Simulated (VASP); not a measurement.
Wanted: the native input for a VASP 6.6.1 run.

| Quantity | Value |
| --- | --- |
| Task | single point |
| Functional | r2SCAN |
| Potentials or basis | VASP PAW PBE potentials, release 64 (Ti_sv, C) |
| Cutoff | 520 eV |
| k mesh | 16 × 16 × 16 |
| Occupations | gaussian, width 0.1 eV |
| Spin | no spin polarisation |
| Dipole correction | no |
| Further INCAR settings | ALGO = Normal; EDIFF = 1e-06; NBANDS = 15 |

The system is TiC.

```
Ti C
1.0
     0.00000    2.18533    2.18533
     2.18533    0.00000    2.18533
     2.18533    2.18533    0.00000
Ti C
1 1
Direct
  0.00000 0.00000 0.00000
  0.50000 0.50000 0.50000
```

This cell differs from its parent crystal: volume scaled by 1.03.

These files were run (other wordings do the same):

POSCAR

```
TiC
1.0
    0.0000000000      2.1853324122      2.1853324122
    2.1853324122      0.0000000000      2.1853324122
    2.1853324122      2.1853324122      0.0000000000
Ti C
1 1
Direct
    0.0000000000      0.0000000000      0.0000000000
    0.5000000000      0.5000000000      0.5000000000
```

INCAR.step1

```
  PREC = Accurate
  ENCUT = 520
  ISMEAR = 0
  SIGMA = 0.1
  LREAL = False
  LASPH = True
  NELM = 100
  NBANDS = 15
  GGA = PE
  ALGO = Normal
  EDIFF = 1E-4
  LWAVE = True
  LCHARG = False
```

INCAR.step2

```
  PREC = Accurate
  ENCUT = 520
  EDIFF = 1E-6
  ISMEAR = 0
  SIGMA = 0.1
  LREAL = False
  LASPH = True
  NELM = 100
  ALGO = Normal
  ISIF = 2
  LWAVE = False
  LCHARG = False
  METAGGA = R2SCAN
  LMIXTAU = True
  NBANDS = 15
  ISTART = 1
```

KPOINTS

```
regular mesh
0
Gamma
  16 16 16
```

Potentials or basis: VASP PAW PBE potentials, release 64 (Ti_sv, C).

Run with:

```sh
$ cat potpaw_PBE.64/Ti_sv/POTCAR potpaw_PBE.64/C/POTCAR > POTCAR
$ cp INCAR.step1 INCAR
$ mpirun -np 1 vasp_std > vasp.out
$ cp INCAR.step2 INCAR
$ mpirun -np 1 vasp_std > vasp.out
```

Results of the run:

```
Pressure               : -6.4 GPa
Band gap on the k mesh : zero (band 8 reaches 10.02 eV, above the bottom of band 9 at 8.72 eV)
```

Caveat: the PAW data sets were made with another functional, which shifts forces and pressure a little.

Run time: 110 s on 1 thread of Intel(R) Xeon(R) Platinum 8259CL CPU @ 2.50GHz (Skylake/Cascade Lake), with other jobs on the host, peak memory 0.18 GiB.
